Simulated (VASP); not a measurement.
Set up this calculation in VASP 6.6.1, as the native input.

- Task: single point
- Functional: r2SCAN
- Potentials or basis: VASP PAW PBE potentials, release 64 (Ti_sv, O)
- Cutoff: 520 eV
- k mesh: 18 × 18 × 8
- Occupations: gaussian, width 0.1 eV
- Spin: no spin polarisation
- Dipole correction: no
- Further INCAR settings: ALGO = Normal; EDIFF = 1e-06; NBANDS = 26

TiO:

```
CELL_PARAMETERS angstrom
2.79663 0.00000 0.00000
-1.39832 2.42195 0.00000
0.00000 0.00000 5.48968
ATOMIC_POSITIONS crystal
Ti 0.33333 0.66667 0.25000
Ti 0.66667 0.33333 0.75000
O 0.00000 0.00000 0.00000
O 0.00000 0.00000 0.50000
```

This cell differs from its parent crystal: volume scaled by 0.97, then relaxed in part.

The input as run:

POSCAR

```
TiO
1.0
    2.7966326873      0.0000000000      0.0000000000
   -1.3983163437      2.4219549523      0.0000000000
    0.0000000000      0.0000000000      5.4896816857
Ti O
2 2
Direct
    0.3333333333      0.6666666667      0.2500000000
    0.6666666667      0.3333333333      0.7500000000
    0.0000000000      0.0000000000      0.0000000000
    0.0000000000      0.0000000000      0.5000000000
```

INCAR.step1

```
PREC = Accurate
ENCUT = 520
ISMEAR = 0
SIGMA = 0.1
LREAL = F
LASPH = T
NELM = 100
NBANDS = 26
GGA = PE
ALGO = Normal
EDIFF = 1E-4
LWAVE = T
LCHARG = F
```

INCAR.step2

```
PREC = Accurate
ENCUT = 520
EDIFF = 1E-6
ISMEAR = 0
SIGMA = 0.1
LREAL = F
LASPH = T
NELM = 100
ALGO = Normal
ISIF = 2
LWAVE = F
LCHARG = F
METAGGA = R2SCAN
LMIXTAU = T
NBANDS = 26
ISTART = 1
```

KPOINTS

```
regular mesh
0
Gamma
  18 18 8
```

Potentials or basis: VASP PAW PBE potentials, release 64 (Ti_sv, O).

Launch:

```bash
$ cat potpaw_PBE.64/Ti_sv/POTCAR potpaw_PBE.64/O/POTCAR > POTCAR
$ cp INCAR.step1 INCAR
$ mpirun -np 1 vasp_std > vasp.out
$ cp INCAR.step2 INCAR
$ mpirun -np 1 vasp_std > vasp.out
```

Results of the run:

```
Pressure               : 10.1 GPa
Band gap on the k mesh : zero (band 18 reaches 12.03 eV, above the bottom of band 19 at 11.97 eV)
```

Caveat: the PAW data sets were made with another functional, which shifts forces and pressure a little; semilocal functionals often make such compounds metallic where correlation or magnetic order opens a gap, which also shifts bond lengths.

Wall time 7.4 min on 1 thread of AMD EPYC 9R45 96-Core Processor (Zen 5), on a shared host, peak memory 0.25 GiB.
